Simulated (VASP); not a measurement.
# Al (Fm-3m) in VASP: further runs

The runs below take Al through single point, relaxation of cell and atoms, with LDA.

Everything below comes from runs of VASP 6.6.1. Logs are shortened: lines on timing, memory, paths and dates and some standing lists are left out, and cuts for length are marked.

### 1 The cell of the first run

It takes space group Fm-3m (No. 225, cubic). Conventional cell: a = 3.990 Å, b = 3.990 Å, c = 3.990 Å, α = 90.00°, β = 90.00°, γ = 90.00°. Al (site symmetry m-3m) has 12 Al at 2.82 Å within 3.7 Å.

### 2 Single point, LDA

Input file INCAR:

```
SYSTEM = Al
  ALGO = Normal
  EDIFF = 1E-6
  ENCUT = 520
  GGA = CA
  ISIF = 2
  ISMEAR = -1
  LASPH = .TRUE.
  LCHARG = .FALSE.
  LREAL = .FALSE.
  LWAVE = .FALSE.
  NBANDS = 8
  NELM = 60
  PREC = Accurate
  SIGMA = 0.05
```

Input file KPOINTS:

```
k-points
0
G
  9 9 9
  0 0 0
```

Input file POSCAR:

```
Al
1.0
    0.0000000000      1.9948347925      1.9948347925
    1.9948347925      0.0000000000      1.9948347925
    1.9948347925      1.9948347925      0.0000000000
Al
1
Direct
    0.0000000000      0.0000000000      0.0000000000
```

Potentials or basis: VASP PAW LDA potentials, release 64 (Al).

Launch:

```sh
cat potpaw_LDA.64/Al/POTCAR > POTCAR
mpirun -np 1 vasp_std > vasp.out
```

OUTCAR:

```text
SYSTEM = Al
   EDIFF = 1E-6
   ENCUT = 520
   GGA = CA
   ISIF = 2
   ISMEAR = -1
   LASPH = .TRUE.
   LREAL = .FALSE.
   NELM = 60
   PREC = Accurate

 ion  position               nearest neighbor table
   1  0.000  0.000  0.000-

  LATTYP: Found a face centered cubic cell.
 ALAT       =     3.9896695850

  Lattice vectors:

 A1 = (   0.0000000000,   1.9948347925,   1.9948347925)
 A2 = (   1.9948347925,   0.0000000000,   1.9948347925)
 A3 = (   1.9948347925,   1.9948347925,   0.0000000000)

Analysis of symmetry for initial positions (statically):
=====================================================================
 Subroutine PRICEL returns:
 Original cell was already a primitive cell.

 Routine SETGRP: Setting up the symmetry group for a
 face centered cubic supercell.

 Subroutine GETGRP returns: Found 48 space group operations
 (whereof 48 operations were pure point group operations)
 out of a pool of 48 trial point group operations.

The static configuration has the point symmetry O_h .

Analysis of symmetry for dynamics (positions and initial velocities):
=====================================================================
 Subroutine PRICEL returns:
 Original cell was already a primitive cell.

 Routine SETGRP: Setting up the symmetry group for a
 face centered cubic supercell.

 Subroutine GETGRP returns: Found 48 space group operations
 (whereof 48 operations were pure point group operations)
 out of a pool of 48 trial point group operations.

The dynamic configuration has the point symmetry O_h .

 Subroutine INISYM returns: Found 48 space group operations
 (whereof 48 operations are pure point group operations),
 and found     1 'primitive' translations

----------------------------------------------------------------------------------------

                                     Primitive cell

  volume of cell :      15.8764

  direct lattice vectors                    reciprocal lattice vectors
     0.000000000  1.994834793  1.994834793    -0.250647323  0.250647323  0.250647323
     1.994834793  0.000000000  1.994834793     0.250647323 -0.250647323  0.250647323
     1.994834793  1.994834793  0.000000000     0.250647323  0.250647323 -0.250647323

  length of vectors
     2.821122418  2.821122418  2.821122418     0.434133898  0.434133898  0.434133898

  position of ions in fractional coordinates (direct lattice)
     0.000000000  0.000000000  0.000000000

[... 75 lines left out ...]
   EDIFF  = 0.1E-05   stopping-criterion for ELM
   LREAL  =      F    real-space projection
   EDIFFG = 0.1E-04   stopping-criterion for IOM
   NSW    =      0    number of steps for IOM
   IBRION =     -1    ionic relax: 0-MD 1-quasi-New 2-CG
   NFREE  =      0    steps in history (QN), initial steepest desc. (CG)
   ISIF   =      2    stress and relaxation
   ISYM   =      2    0-nonsym 1-usesym 2-fastsym
   POTIM  = 0.5000    time-step for ionic-motion
   TEBEG  =    0.0;   TEEND  =   0.0 temperature during run
   PSTRESS=    0.0 pullay stress
   NELECT =       3.0000    total number of electrons
   NUPDOWN=      -1.0000    fix difference up-down
   EMIN   =  10.00;   EMAX   =-10.00  energy-range for DOS
   EFERMI =   0.00;   METHOD = LEGACY
   ISMEAR =    -1;   SIGMA  =   0.05  broadening in eV -4-tet -1-fermi 0-gaus
   EFERMI_NEDOS =   21; number of points for ismear=-14 and -15
   IALGO  =     38    algorithm
   IMIX   =      4    mixing-type and parameters
     AMIX     =   0.40;   BMIX     =  1.00
     AMIX_MAG =   1.60;   BMIX_MAG =  1.00
  volume/ion in A,a.u.               =      15.88       107.14
  Fermi-wavevector in a.u.,A,eV,Ry     =   0.939431  1.775268 12.007563  0.882531
  Thomas-Fermi vector in A             =   2.066743
   LORBIT       =      0    0 simple, 1 ext, 2 COOP (PROOUT), +10 PAW based schemes
   GGA     = CA    functional components
   LHFCALC =     F    Hartree Fock is set to
   AEXX    =    0.0000 exact exchange contribution
   IVDW    =     0    specifies the selected vdW correction
   LEPSILON=     F    determine dielectric tensor
   LRPA    =     F    only Hartree local field effects (RPA)
 non-spin polarized calculation
  energy-cutoff  :      520.00
  volume of cell :       15.88
 maximum number of plane-waves:       440
 NGX is ok and might be reduce to    24
   NGX = 11   NGY = 11   NGZ = 11

 number of electron       3.0000000 magnetization

 Free energy of the ion-electron system (eV)
  ---------------------------------------------------
  ext. energy  EPLUGINS =         0.00000000
  ---------------------------------------------------
  free energy    TOTEN  =        -4.16305329 eV

  energy without entropy =       -4.15760391  energy(sigma->0) =       -4.16032860

 E-fermi :   8.1656     XC(G=0): -10.4863

 val. band max:        8.0623238690   @ k =   0.4444   0.4444   0.0000
 cond. band min:       8.1974225225   @ k =  -0.4444   0.3333   0.1111
 fundamental gap:      0.1350986534
 Fermi energy:         8.1656483618

 k-point     1 :       0.0000    0.0000    0.0000
  band No.  band energies     occupation
      1      -3.1704      2.00000
      2      20.9793      0.00000
      3      20.9793      0.00000
      4      20.9793      0.00000
      5      22.5987      0.00000
      6      22.5987      0.00000
      7      22.5987      0.00000
      8      25.0931      0.00000
[... 243 lines left out ...]
 k-point    24 :       0.4444    0.4444    0.0000
  band No.  band energies     occupation
      1       3.9171      2.00000
      2       8.0623      1.77521
      3      13.6156      0.00000
      4      14.0088      0.00000
      5      14.0088      0.00000
      6      17.6232      0.00000
      7      33.4587      0.00000
      8      35.0596      0.00000

 [... further k-points ...]

------------------------ aborting loop because EDIFF is reached ----------------------------------------

  FORCE on cell =-STRESS in cart. coord.  units (eV):
  Direction    XX          YY          ZZ          XY          YZ          ZX
  --------------------------------------------------------------------------------------
  -------------------------------------------------------------------------------------
  Total        0.0073642      0.0073642      0.0073642      0.0000000      0.0000000      0.0000000
  in kB        0.7431602      0.7431602      0.7431602      0.0000000      0.0000000      0.0000000
  external PRESSURE =       0.7431602 kB  Pullay stress =       0.0000000 kB

 VOLUME and BASIS-vectors are now :
 -----------------------------------------------------------------------------
  energy-cutoff  :      520.00
  volume of cell :       15.88
      direct lattice vectors                 reciprocal lattice vectors
     0.000000000  1.994834793  1.994834793    -0.250647323  0.250647323  0.250647323
     1.994834793  0.000000000  1.994834793     0.250647323 -0.250647323  0.250647323
     1.994834793  1.994834793  0.000000000     0.250647323  0.250647323 -0.250647323

 POSITION                                       TOTAL-FORCE (eV/Angst)
 -----------------------------------------------------------------------------------
      0.00000      0.00000      0.00000        -0.000000      0.000000      0.000000
 -----------------------------------------------------------------------------------
    total drift:                                0.000000     -0.000000     -0.000000

  FREE ENERGIE OF THE ION-ELECTRON SYSTEM (eV)
  ---------------------------------------------------
  free  energy   TOTEN  =        -4.1630532937 eV

  energy  without entropy=       -4.1576039150  energy(sigma->0) =       -4.16032860
```

OSZICAR:

```text
N       E                     dE             d eps       ncg     rms          rms(c)
DAV:   1    -0.250816947610E+01   -0.25082E+01   -0.92617E+02   568   0.210E+02
DAV:   2    -0.418609168851E+01   -0.16779E+01   -0.16610E+01   792   0.210E+01
DAV:   3    -0.419230673713E+01   -0.62150E-02   -0.62097E-02   768   0.142E+00
DAV:   4    -0.419231732323E+01   -0.10586E-04   -0.10586E-04   832   0.517E-02
DAV:   5    -0.419231732692E+01   -0.36939E-08   -0.38231E-08   768   0.807E-04    0.143E+00
DAV:   6    -0.417459115460E+01    0.17726E-01   -0.22960E-03   720   0.191E-01    0.805E-01
DAV:   7    -0.416307688889E+01    0.11514E-01   -0.57913E-03   736   0.299E-01    0.167E-01
DAV:   8    -0.416305348370E+01    0.23405E-04   -0.17873E-05   824   0.272E-02    0.145E-02
DAV:   9    -0.416305329373E+01    0.18997E-06   -0.13155E-07   752   0.182E-03
   1 F= -.41630533E+01 E0= -.41603286E+01  d E =-.544938E-02
```

stdout:

```text
POSCAR found type information on POSCAR Al
 POSCAR found :  1 types and       1 ions
 scaLAPACK will be used
 LDA part: xc-table for (Slater(with rela. corr.)+CA(PZ))
 , standard interpolation
 POSCAR, INCAR and KPOINTS ok, starting setup
 FFT: planning ... GRIDC
 FFT: planning ... GRID_SOFT
 FFT: planning ... GRID
 WAVECAR not read
 entering main loop
```

Run time: 2.3 s. Hardware: 1 thread of Intel Xeon 6975P-C, shared host; peak memory 0.12 GiB.

Results:

```
Free energy : -4.1631 eV
Pressure    : 0.1 GPa
```

Levels at points of the mesh, in eV from the Fermi level:
```tsv
k point	band 1	band 2	band 3	band 4	band 5	band 6
(0.00, 0.00, 0.00)	-11.34	12.81	12.81	12.81	14.43	14.43
```

### 3 Relaxation of cell and atoms, LDA

This run uses another cell than the first one, of 16.60 Å³/atom, 1.046 times its volume.

Input file INCAR:

```
PREC     = Accurate       # precision mode
ENCUT    = 600            # plane-wave cutoff, eV
EDIFF    = 1E-6           # SCF threshold, eV
ISMEAR   = -1             # smearing method
SIGMA    = 0.05           # smearing width, eV
LREAL    = False          # projectors in reciprocal space
LASPH    = True           # aspherical terms in the spheres
NELM     = 60             # most SCF steps
ALGO     = Normal         # electronic algorithm
ISIF     = 3              # what is computed and relaxed
LWAVE    = False          # write WAVECAR
LCHARG   = False          # write CHGCAR
IBRION   = 2              # ionic algorithm
NSW      = 80             # ionic steps
EDIFFG   = -0.01          # ionic threshold
```

Input file KPOINTS:

```
Automatic mesh
0
Gamma
  9 9 9
```

Input file POSCAR:

```
Al
1.0
    0.0000000000      2.0248050000      2.0248050000
    2.0248050000      0.0000000000      2.0248050000
    2.0248050000      2.0248050000      0.0000000000
Al
1
Direct
    0.0000000000      0.0000000000      0.0000000000
```

Potentials or basis: VASP PAW LDA potentials, release 64 (Al).

Launch:

```sh
cat potpaw_LDA.64/Al/POTCAR > POTCAR
mpirun -np 1 vasp_std > vasp.out
```

Run time: 2.6 s. Hardware: 1 thread of Intel Xeon 6975P-C, shared host; peak memory 0.12 GiB.

It converged, with:

```
Free energy                            : -4.1631 eV
Relaxed volume                         : 15.89 Å³/atom
Relaxed cell                           : a = 2.822 Å, b = 2.822 Å, c = 2.822 Å, α = 60.00°, β = 60.00°, γ = 60.00°
Space group after relaxing (to 0.05 Å) : Fm-3m (No. 225)
Energy gained by relaxing              : 7.8 meV/atom
Ionic steps                            : 3
Pressure after relaxing                : 0.0 GPa
```

Step by step:
| step | energy change (eV) | largest force (eV/Å) | pressure (GPa) | volume (Å³) |
| --- | --- | --- | --- | --- |
| 1 | 0.0000 | 0.0000 | -3.39 | 16.60 |
| 2 | -0.0076 | 0.0000 | 0.64 | 15.77 |
| 3 | -0.0078 | 0.0000 | 0.01 | 15.89 |

Final structure:
```
Al
1.0
     0.00000    1.99539    1.99539
     1.99539    0.00000    1.99539
     1.99539    1.99539    0.00000
Al
1
Direct
  0.00000 0.00000 0.00000
```

Levels at points of the mesh, in eV from the Fermi level:
```tsv
k point	band 1	band 2	band 3	band 4	band 5
(0.00, 0.00, 0.00)	-11.33	12.81	12.81	12.81	14.42
```

LDA usually gives volumes a few per cent too small. Zero-point motion and thermal expansion aren't in these numbers.
